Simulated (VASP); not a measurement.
Input of a VASP 6.6.1 run:

INCAR

```
SYSTEM = MgO
ALGO     = Normal         ! electronic algorithm
EDIFF    = 1E-7           ! SCF threshold, eV
ENCUT    = 520            ! plane-wave cutoff, eV
GGA      = PE             ! functional
ISIF     = 2              ! what is computed and relaxed
ISMEAR   = -1             ! smearing method
LASPH    = .TRUE.         ! aspherical terms in the spheres
LCHARG   = .FALSE.        ! write CHGCAR
LREAL    = .FALSE.        ! projectors in reciprocal space
LWAVE    = .FALSE.        ! write WAVECAR
NBANDS   = 11             ! bands
NELM     = 100            ! most SCF steps
PREC     = Accurate       ! precision mode
SIGMA    = 0.08           ! smearing width, eV
```

Contents of KPOINTS:

```
k-points
0
G
  15 15 15
  0 0 0
```

File POSCAR:

```
MgO
1.0
    2.3839938052      0.0000000000      0.0000000000
    0.0000000000      2.3839938052      0.0000000000
    0.0000000000      0.0000000000      2.3839938052
Mg O
1 1
Direct
    0.0000000000      0.0000000000      0.0000000000
    0.5000000000      0.5000000000      0.5000000000
```

Potentials or basis: VASP PAW PBE potentials, release 64 (Mg, O).

Run with:

```console
$ cat potpaw_PBE.64/Mg/POTCAR potpaw_PBE.64/O/POTCAR > POTCAR
$ mpirun -np 1 vasp_std > vasp.out
```

Question: What does it give for the band gap on the k mesh?

Answer: 5.97 eV, indirect (least direct gap 6.23 eV).

Question: Estimate the pressure.

Answer: 88.7 GPa.

 A k mesh can miss the band edges.
